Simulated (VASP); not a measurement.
Set up this calculation in VASP 6.6.1, as the native input.

```yaml
Task: single point
Functional: r2SCAN
Potentials_or_basis: VASP PAW PBE potentials, release 64 (Mg, Sb)
Cutoff: 660 eV
k_mesh: 6 × 6 × 4
Occupations: fermi-dirac, width 0.02 eV
Spin: no spin polarisation
Dipole_correction: no
Further_INCAR_settings: ALGO = Normal; EDIFF = 1e-06; NBANDS = 16
```

The system is Mg3Sb2.

```
CELL_PARAMETERS angstrom
4.57151 0.00000 0.00000
-2.28575 3.95904 0.00000
0.00000 0.00000 7.24490
ATOMIC_POSITIONS crystal
Mg 0.33333 0.66667 0.63351
Mg 0.66667 0.33333 0.36649
Mg 0.00000 0.00000 0.00000
Sb 0.33333 0.66667 0.22868
Sb 0.66667 0.33333 0.77132
```

These files were run (other wordings do the same):

POSCAR

```
Mg3Sb2
1.0
    4.5715054069      0.0000000000      0.0000000000
   -2.2857527034      3.9590398159      0.0000000000
    0.0000000000      0.0000000000      7.2448996440
Mg Sb
3 2
Direct
    0.3333333333      0.6666666667      0.6335056526
    0.6666666667      0.3333333333      0.3664943474
    0.0000000000      0.0000000000      0.0000000000
    0.3333333333      0.6666666667      0.2286768368
    0.6666666667      0.3333333333      0.7713231632
```

INCAR.step1

```
SYSTEM = Mg3Sb2
  PREC = Accurate
  ENCUT = 660
  ISMEAR = -1
  SIGMA = 0.02
  LREAL = .False.
  LASPH = .True.
  NELM = 120
  NBANDS = 16
  GGA = PE
  ALGO = Normal
  EDIFF = 1E-5
  LWAVE = .True.
  LCHARG = .False.
  GGA_COMPAT = .False.
```

INCAR.step2

```
SYSTEM = Mg3Sb2
  PREC = Accurate
  ENCUT = 660
  EDIFF = 1E-6
  ISMEAR = -1
  SIGMA = 0.02
  LREAL = .False.
  LASPH = .True.
  NELM = 120
  ALGO = Normal
  ISIF = 2
  LWAVE = .False.
  LCHARG = .False.
  METAGGA = R2SCAN
  LMIXTAU = .True.
  NBANDS = 16
  ISTART = 1
  GGA_COMPAT = .False.
```

KPOINTS

```
regular mesh
0
Gamma
  6 6 4
  0 0 0
```

Potentials or basis: VASP PAW PBE potentials, release 64 (Mg, Sb).

Run with:

```sh
$ cat potpaw_PBE.64/Mg/POTCAR potpaw_PBE.64/Sb/POTCAR > POTCAR
$ cp INCAR.step1 INCAR
$ mpirun -np 1 vasp_std > vasp.out
$ cp INCAR.step2 INCAR
$ mpirun -np 1 vasp_std > vasp.out
```

It gave:

| Property | Result |
| --- | --- |
| Pressure | -0.1 GPa |
| Largest force | 0.009 eV/Å |
| Band gap on the k mesh | 0.56 eV (least direct gap 1.74 eV) |

Caveat: the PAW data sets were made with another functional, which shifts forces and pressure a little; spin-orbit coupling is left out, which moves the levels of the heavy elements.

Wall time 5.4 min on 1 thread of Intel(R) Xeon(R) 6975P-C (Granite Rapids), on a shared host, peak memory 0.37 GiB.
